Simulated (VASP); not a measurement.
# ZnO (P6_3mc) in VASP: further runs, part 2 of 2

VASP 6.6.1.

**3. Relaxation of the atoms, PBEsol (z stretched by -0.5 %, x and y held)**

File INCAR:

```
PREC = Accurate ; ENCUT = 520
EDIFF = 1E-7 ; ISMEAR = 0
SIGMA = 0.01 ; LREAL = F
LASPH = T ; NELM = 120
ALGO = Normal ; ISIF = 2
LWAVE = F ; LCHARG = F
GGA = PS ; IBRION = 2
NSW = 50 ; EDIFFG = -0.002
GGA_COMPAT = F ; NELMIN = 4
```

File KPOINTS:

```
regular mesh
0
Gamma
  8 8 4
```

File POSCAR:

```
ZnO
1.0
    3.2300695972      0.0000000000      0.0000000000
   -1.6150347986      2.7973223271      0.0000000000
    0.0000000000      0.0000000000      5.1880428699
Zn O
2 2
Direct
    0.3333333333      0.6666666667      0.5000305594
    0.6666666667      0.3333333333      0.0000305594
    0.6666666667      0.3333333333      0.3789794406
    0.3333333333      0.6666666667      0.8789794406
```

Potentials or basis: VASP PAW PBE potentials, release 64 (Zn, O).

Started as:

```sh
$ cat potpaw_PBE.64/Zn/POTCAR potpaw_PBE.64/O/POTCAR > POTCAR
$ mpirun -np 1 vasp_std > vasp.out
```

OUTCAR:

```text
PREC = Accurate
   ENCUT = 520
   EDIFF = 1E-7
   ISMEAR = 0
   LREAL = F
   LASPH = T
   NELM = 120
   ISIF = 2
   GGA = PS
   IBRION = 2
   NSW = 50
   EDIFFG = -0.002
   NELMIN = 4

 ion  position               nearest neighbor table
   1  0.333  0.667  0.500-   4 1.97   3 1.97   3 1.97   3 1.97
   2  0.667  0.333  0.000-   3 1.97   4 1.97   4 1.97   4 1.97
   3  0.667  0.333  0.379-   2 1.97   1 1.97   1 1.97   1 1.97
   4  0.333  0.667  0.879-   1 1.97   2 1.97   2 1.97   2 1.97

  LATTYP: Found a hexagonal cell.
 ALAT       =     3.2300695972
 C/A-ratio  =     1.6061706145

  Lattice vectors:

[... 259 lines left out ...]
--------------------------------------- Ionic step        3  -------------------------------------------

 number of electron      36.0000013 magnetization

 Free energy of the ion-electron system (eV)
  ---------------------------------------------------
  ext. energy  EPLUGINS =         0.00000000
  ---------------------------------------------------
  free energy    TOTEN  =       -19.40728773 eV

  energy without entropy =      -19.40728773  energy(sigma->0) =      -19.40728773

 E-fermi :   1.2678     XC(G=0): -11.2677

 val. band max:        1.1915804022   @ k =   0.0000   0.0000   0.0000
 cond. band min:       1.8950777755   @ k =   0.0000   0.0000   0.0000
 fundamental gap:      0.7034973733
 Fermi energy:         1.2678235270

 k-point     1 :       0.0000    0.0000    0.0000
  band No.  band energies     occupation
      1     -16.9774      2.00000
      2     -16.2068      2.00000
      3      -4.6368      2.00000
      4      -4.6038      2.00000
      5      -4.6038      2.00000
      6      -4.5406      2.00000
[... 589 lines left out ...]
     21       9.8717      0.00000
     22       9.8717      0.00000

 [... further k-points ...]
[... 5 lines left out ...]
  --------------------------------------------------------------------------------------
  -------------------------------------------------------------------------------------
  Total        0.4592125      0.4592125      0.6135327      0.0000000      0.0000000      0.0000000
  in kB       15.6951808     15.6951808     20.9696091      0.0000000      0.0000000      0.0000000
  external PRESSURE =      17.4533236 kB  Pullay stress =       0.0000000 kB
[... 19 lines left out ...]
  FREE ENERGIE OF THE ION-ELECTRON SYSTEM (eV)
  ---------------------------------------------------
  free  energy   TOTEN  =       -19.4072877303 eV

  energy  without entropy=      -19.4072877303  energy(sigma->0) =      -19.40728773

 reached required accuracy - stopping structural energy minimisation
```

CONTCAR:

```text
ZnO
   1.00000000000000
     3.2300695972000000    0.0000000000000000    0.0000000000000000
    -1.6150347986000000    2.7973223270999998    0.0000000000000000
     0.0000000000000000    0.0000000000000000    5.1880428699000003
  Zn              O
     2     2
Direct
     0.3333333332999970    0.6666666667000030    0.4993748116473879
     0.6666666667000030    0.3333333332999970    0.9993748116473878
     0.6666666667000030    0.3333333332999970    0.3796351883526131
     0.3333333332999970    0.6666666667000030    0.8796351883526131

  0.00000000E+00  0.00000000E+00  0.00000000E+00
  0.00000000E+00  0.00000000E+00  0.00000000E+00
  0.00000000E+00  0.00000000E+00  0.00000000E+00
  0.00000000E+00  0.00000000E+00  0.00000000E+00
```

Wall time 81 s (1 thread of Oxide Virtual Turin-like, shared host); peak memory 0.13 GiB.

Results:

```yaml
Free_energy: -19.4073 eV
Energy_gained_by_relaxing: 0.1 meV/atom
Ionic_steps: 3
Pressure_after_relaxing: 1.7 GPa
Band_gap_on_the_k_mesh: 0.70 eV
```

Stress tensor (GPa, compression positive):
```
1.57 0.00 0.00
0.00 1.57 0.00
0.00 0.00 2.10
```

Step by step:
```csv
step,energy change (eV),largest force (eV/Å),pressure (GPa)
1,0.0000,0.0479,1.79
2,-0.0003,0.0154,1.76
3,-0.0003,0.0009,1.75
```

Final structure:
```cif
data_structure
_symmetry_space_group_name_H-M 'P 1'
_symmetry_Int_Tables_number 1
_cell_length_a 3.2301
_cell_length_b 3.2301
_cell_length_c 5.1880
_cell_angle_alpha 90.000
_cell_angle_beta 90.000
_cell_angle_gamma 120.000
_cell_volume 46.88
loop_
_atom_site_label
_atom_site_type_symbol
_atom_site_fract_x
_atom_site_fract_y
_atom_site_fract_z
_atom_site_occupancy
Zn1 Zn 0.33333 0.66667 0.49937 1
Zn2 Zn 0.66667 0.33333 0.99937 1
O1 O 0.66667 0.33333 0.37964 1
O2 O 0.33333 0.66667 0.87964 1
```

Levels at points of the mesh, in eV from the valence-band top:
```
           k point  band 14  band 15  band 16  band 17  band 18  band 19  band 20  band 21  band 22
(0.00, 0.00, 0.00)    -0.82    -0.82    -0.09     0.00     0.00     0.70     5.15     8.16    12.81
(0.50, 0.00, 0.00)    -3.64    -2.89    -2.35    -1.32    -0.87     5.75     6.72     7.48     8.52
(0.00, 0.00, 0.50)    -2.26    -0.41    -0.41    -0.41    -0.41     3.40     3.40    10.01    10.01
(0.50, 0.00, 0.50)    -3.80    -1.56    -1.56    -1.40    -1.40     5.60     5.60     8.43     8.43
```

Caveat: the cell differs from its parent crystal (z stretched by -0.5 %, x and y held); semilocal functionals underestimate gaps, and a narrow one can read as zero; the PAW data sets were made with another functional, which shifts forces and pressure a little.
